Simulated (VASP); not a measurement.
## CO2: single point with PBE

Crystal: CO2.

```xyz
12
Lattice="6.0577 0.0000 0.0000 0.0000 6.0577 0.0000 0.0000 0.0000 6.0577" Properties=species:S:1:pos:R:3 pbc="T T T"
C     0.0000    0.0000    0.0000
C     3.0289    0.0000    3.0289
C     3.0289    3.0289    0.0000
C     0.0000    3.0289    3.0289
O     0.6753    0.6753    0.6753
O     2.3535    5.3824    3.7042
O     3.7042    2.3535    5.3824
O     5.3824    3.7042    2.3535
O     5.3824    5.3824    5.3824
O     3.7042    0.6753    2.3535
O     2.3535    3.7042    0.6753
O     0.6753    2.3535    3.7042
```

```json
{"Program": "VASP 6.6.1", "Task": "single point", "Functional": "PBE", "Potentials or basis": "VASP PAW PBE potentials, release 64 (C, O)", "Cutoff": "520 eV", "k mesh": "4 × 4 × 4", "Occupations": "gaussian, width 0.05 eV", "Spin": "no spin polarisation", "Dipole correction": "no", "Further INCAR settings": "ALGO = Normal; EDIFF = 1e-07; NBANDS = 44"}
```

```json
{
 "Pressure": "1.2 GPa",
 "Largest force": "0.639 eV/Å",
 "Band gap on the k mesh": "6.62 eV, direct"
}
```

Forces in eV/Å, atoms in the order of the input:
```
C    0.000  0.000  0.000
C    0.000  0.000  0.000
C    0.000  0.000  0.000
C    0.000  0.000  0.000
O    0.369  0.369  0.369
O   -0.369 -0.369  0.369
O    0.369 -0.369 -0.369
O   -0.369  0.369 -0.369
O   -0.369 -0.369 -0.369
O    0.369  0.369 -0.369
O   -0.369  0.369  0.369
O    0.369 -0.369  0.369
```

Levels at points of the mesh, in eV from the valence-band top:
```
           k point  band 28  band 29  band 30  band 31  band 32  band 33  band 34  band 35  band 36  band 37
(0.00, 0.00, 0.00)    -0.11    -0.11    -0.11     0.00     0.00     6.62     8.21     8.21     8.21     8.36
(0.50, 0.00, 0.00)    -0.19    -0.17    -0.17    -0.05    -0.05     7.90     7.90     8.15     8.15     8.37
(0.50, 0.50, 0.00)    -0.18    -0.16    -0.16    -0.16    -0.16     8.12     8.12     8.12     8.12     8.62
(0.50, 0.50, 0.50)    -0.18    -0.18    -0.18    -0.18    -0.18     8.17     8.17     8.17     8.17     8.76
```

Wall time 2.1 min on 1 thread of Oxide Virtual Turin-like Processor, with other jobs on the host, peak memory 0.31 GiB.

A k mesh can miss the band edges. As with any semilocal functional, this PBE gap is likely too small.
